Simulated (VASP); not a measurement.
# RbBr (P-6m2) in VASP: single point with PBE

Aim: the single point of RbBr with PBE.

All numbers are computed with VASP 6.6.1; they aren't measurements. Logs are shortened: lines on timing, memory, paths and dates and some standing lists are left out, and cuts for length are marked.

### 1 The cell of the first run

The structure is hexagonal, space group P-6m2 (No. 187). Conventional cell: a = 4.730 Å, b = 4.730 Å, c = 4.375 Å, α = 90.00°, β = 90.00°, γ = 120.00°. Rb (site symmetry -6m2) has 6 Br at 3.50 Å and 8 Rb at 4.37 to 4.73 Å within 4.8 Å. Br (site symmetry -6m2) has 6 Rb at 3.50 Å and 8 Br at 4.37 to 4.73 Å within 4.8 Å.

The cell was built from a structure type or drawn by symmetry, and may not be a known phase.

### 2 Single point, PBE

INCAR

```
ALGO     = Normal         # electronic algorithm
EDIFF    = 1E-6           # SCF threshold, eV
ENCUT    = 500            # plane-wave cutoff, eV
GGA      = PE             # functional
GGA_COMPAT= False        
ISIF     = 2              # what is computed and relaxed
ISMEAR   = 0              # smearing method
LASPH    = True           # aspherical terms in the spheres
LCHARG   = False          # write CHGCAR
LREAL    = False          # projectors in reciprocal space
LWAVE    = False          # write WAVECAR
NBANDS   = 15             # bands
NELM     = 120            # most SCF steps
PREC     = Accurate       # precision mode
SIGMA    = 0.1            # smearing width, eV
```

KPOINTS

```
k-points
0
Gamma
  6 6 4
```

POSCAR

```
RbBr
1.0
    4.7300067576      0.0000000000      0.0000000000
   -2.3650033788      4.0963060122      0.0000000000
    0.0000000000      0.0000000000      4.3745354067
Rb Br
1 1
Direct
    0.3333333333      0.6666666667      0.5000000000
    0.0000000000      0.0000000000      0.0000000000
```

Potentials or basis: VASP PAW PBE potentials, release 64 (Rb_sv, Br).

Started as:

```console
$ cat potpaw_PBE.64/Rb_sv/POTCAR potpaw_PBE.64/Br/POTCAR > POTCAR
$ mpirun -np 1 vasp_std > vasp.out
```

OUTCAR:

```text
EDIFF = 1E-6
   ENCUT = 500
   GGA = PE
   ISIF = 2
   ISMEAR = 0
   LASPH = True
   LREAL = False
   NELM = 120
   PREC = Accurate

 ion  position               nearest neighbor table
   1  0.333  0.667  0.500-   2 3.50   2 3.50   2 3.50   2 3.50   2 3.50   2 3.50
   2  0.000  0.000  0.000-   1 3.50   1 3.50   1 3.50   1 3.50   1 3.50   1 3.50

  LATTYP: Found a hexagonal cell.
 ALAT       =     4.7300067576
 C/A-ratio  =     0.9248476019

  Lattice vectors:

 A1 = (   4.7300067576,   0.0000000000,   0.0000000000)
 A2 = (  -2.3650033788,   4.0963060122,   0.0000000000)
 A3 = (   0.0000000000,   0.0000000000,   4.3745354067)

Analysis of symmetry for initial positions (statically):
=====================================================================
 Subroutine PRICEL returns:
 Original cell was already a primitive cell.

 Routine SETGRP: Setting up the symmetry group for a
 hexagonal supercell.

 Subroutine GETGRP returns: Found 12 space group operations
 (whereof 12 operations were pure point group operations)
 out of a pool of 24 trial point group operations.

The static configuration has the point symmetry D_3h.

Analysis of symmetry for dynamics (positions and initial velocities):
=====================================================================
 Subroutine PRICEL returns:
 Original cell was already a primitive cell.

 Routine SETGRP: Setting up the symmetry group for a
 hexagonal supercell.

 Subroutine GETGRP returns: Found 12 space group operations
 (whereof 12 operations were pure point group operations)
 out of a pool of 24 trial point group operations.

The dynamic configuration has the point symmetry D_3h.

 Subroutine INISYM returns: Found 12 space group operations
 (whereof 12 operations are pure point group operations),
 and found     1 'primitive' translations

----------------------------------------------------------------------------------------

                                     Primitive cell

  volume of cell :      84.7591

  direct lattice vectors                    reciprocal lattice vectors
     4.730006758  0.000000000  0.000000000     0.211416188  0.122061193  0.000000000
    -2.365003379  4.096306012  0.000000000     0.000000000  0.244122387  0.000000000
     0.000000000  0.000000000  4.374535407     0.000000000  0.000000000  0.228595704

  length of vectors
[... 87 lines left out ...]
   TEBEG  =    0.0;   TEEND  =   0.0 temperature during run
   PSTRESS=    0.0 pullay stress
   NELECT =      16.0000    total number of electrons
   NUPDOWN=      -1.0000    fix difference up-down
   EMIN   =  10.00;   EMAX   =-10.00  energy-range for DOS
   EFERMI =   0.00;   METHOD = LEGACY
   ISMEAR =     0;   SIGMA  =   0.10  broadening in eV -4-tet -1-fermi 0-gaus
   EFERMI_NEDOS =   21; number of points for ismear=-14 and -15
   IALGO  =     38    algorithm
   IMIX   =      4    mixing-type and parameters
     AMIX     =   0.40;   BMIX     =  1.00
     AMIX_MAG =   1.60;   BMIX_MAG =  1.00
  volume/ion in A,a.u.               =      42.38       285.99
  Fermi-wavevector in a.u.,A,eV,Ry     =   0.939116  1.774673 11.999519  0.881940
  Thomas-Fermi vector in A             =   2.066396
   LORBIT       =      0    0 simple, 1 ext, 2 COOP (PROOUT), +10 PAW based schemes
   GGA     = PE    functional components
   LHFCALC =     F    Hartree Fock is set to
   AEXX    =    0.0000 exact exchange contribution
   IVDW    =     0    specifies the selected vdW correction
   LEPSILON=     F    determine dielectric tensor
   LRPA    =     F    only Hartree local field effects (RPA)
 non-spin polarized calculation
 Gauss-broadening in eV      SIGMA  =   0.10
  energy-cutoff  :      500.00
  volume of cell :       84.76
 maximum number of plane-waves:      2170
 NGX is ok and might be reduce to    36
   NGX = 17   NGY = 17   NGZ = 15

 number of electron      16.0000001 magnetization

 Free energy of the ion-electron system (eV)
  ---------------------------------------------------
  ext. energy  EPLUGINS =         0.00000000
  ---------------------------------------------------
  free energy    TOTEN  =        -6.02668440 eV

  energy without entropy =       -6.02668440  energy(sigma->0) =       -6.02668440

 E-fermi :  -1.2864     XC(G=0):  -7.0282

 val. band max:       -1.7525714906   @ k =   0.0000   0.0000   0.0000
 cond. band min:       2.2477924020   @ k =   0.0000   0.0000   0.0000
 fundamental gap:      4.0003638927
 Fermi energy:        -1.2864291781

 k-point     1 :       0.0000    0.0000    0.0000
  band No.  band energies     occupation
      1     -26.5643      2.00000
      2     -14.0000      2.00000
      3     -10.6369      2.00000
      4     -10.6369      2.00000
      5     -10.5847      2.00000
      6      -1.9195      2.00000
      7      -1.9195      2.00000
      8      -1.7526      2.00000
      9       2.2478      0.00000
     10       4.3252      0.00000
     11       6.6576      0.00000
     12       6.6576      0.00000
     13       8.0517      0.00000
     14       8.0517      0.00000
[... 347 lines left out ...]
      2     -13.8984      2.00000
      3     -10.7707      2.00000
      4     -10.7377      2.00000
      5     -10.7021      2.00000
      6      -2.4834      2.00000
      7      -2.4745      2.00000
      8      -2.0572      2.00000
      9       5.0059      0.00000
     10       6.0500      0.00000
     11       6.4879      0.00000
     12       6.7255      0.00000
     13       8.1865      0.00000
     14       8.3055      0.00000
     15       8.8141      0.00000

------------------------ aborting loop because EDIFF is reached ----------------------------------------

  FORCE on cell =-STRESS in cart. coord.  units (eV):
  Direction    XX          YY          ZZ          XY          YZ          ZX
  --------------------------------------------------------------------------------------
  -------------------------------------------------------------------------------------
  Total        0.1407838      0.1407838      0.0413703      0.0000000      0.0000000      0.0000000
  in kB        2.6611979      2.6611979      0.7820110      0.0000000      0.0000000      0.0000000
  external PRESSURE =       2.0348022 kB  Pullay stress =       0.0000000 kB

 VOLUME and BASIS-vectors are now :
 -----------------------------------------------------------------------------
  energy-cutoff  :      500.00
  volume of cell :       84.76
      direct lattice vectors                 reciprocal lattice vectors
     4.730006758  0.000000000  0.000000000     0.211416188  0.122061193  0.000000000
    -2.365003379  4.096306012  0.000000000     0.000000000  0.244122387  0.000000000
     0.000000000  0.000000000  4.374535407     0.000000000  0.000000000  0.228595704

 POSITION                                       TOTAL-FORCE (eV/Angst)
 -----------------------------------------------------------------------------------
     -0.00000      2.73087      2.18727         0.000000      0.000000      0.000000
      0.00000      0.00000      0.00000        -0.000000     -0.000000      0.000000
 -----------------------------------------------------------------------------------
    total drift:                                0.000000     -0.000000     -0.000000

  FREE ENERGIE OF THE ION-ELECTRON SYSTEM (eV)
  ---------------------------------------------------
  free  energy   TOTEN  =        -6.0266844013 eV

  energy  without entropy=       -6.0266844013  energy(sigma->0) =       -6.02668440
```

Run time: 40 s. Hardware: 1 thread of Intel Xeon 8259CL, shared host; peak memory 0.19 GiB.

What came out:

* Free energy: -6.0267 eV
* Pressure: 0.2 GPa
* Band gap on the k mesh: 4.00 eV

Stress tensor (GPa, compression positive):
```
0.27 0.00 0.00
0.00 0.27 0.00
0.00 0.00 0.08
```
